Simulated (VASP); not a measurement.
Sb: single point with PBEsol+D4

Crystal: Sb.

```
CELL_PARAMETERS angstrom
-1.60746 1.60746 2.76513
1.60746 -1.60746 2.76513
1.60746 1.60746 -2.76513
ATOMIC_POSITIONS crystal
Sb 0.00000 0.00000 0.00000
```

This cell differs from its parent crystal: volume scaled by 1.06.

```
Program             : VASP 6.6.1
Task                : single point
Functional          : PBEsol
Dispersion          : D4
Potentials or basis : VASP PAW PBE potentials, release 64 (Sb)
Cutoff              : 520 eV
k mesh              : 12 × 12 × 12
Occupations         : gaussian, width 0.01 eV
Spin                : no spin polarisation
```

The pressure is -6.2 GPa and the dispersion energy per atom is -0.307 eV.

Levels at points of the mesh, in eV from the Fermi level:
```csv
k point,band 1,band 2,band 3,band 4,band 5,band 6,band 7,band 8
"(0.00, 0.00, 0.00)",-12.50,4.26,5.05,5.05,9.23,10.31,10.58,10.58
"(0.50, 0.00, 0.00)",-9.00,-5.43,1.66,4.99,6.01,9.90,10.42,10.58
"(0.50, 0.50, 0.00)",-6.77,-4.11,-0.95,0.59,3.48,4.42,15.41,15.44
"(0.50, 0.50, 0.50)",-9.15,-5.30,2.02,2.02,5.88,5.93,17.91,17.92
```

Wall time 26 s on 1 thread of Intel(R) Xeon(R) Platinum 8375C CPU @ 2.90GHz (Ice Lake), with other jobs on the host, peak memory 0.18 GiB.

Caveat: the PAW data sets were made with another functional, which shifts forces and pressure a little; spin-orbit coupling is left out, which moves the levels of the heavy elements; pairwise dispersion overbinds metals, which lowers pressure and volume.
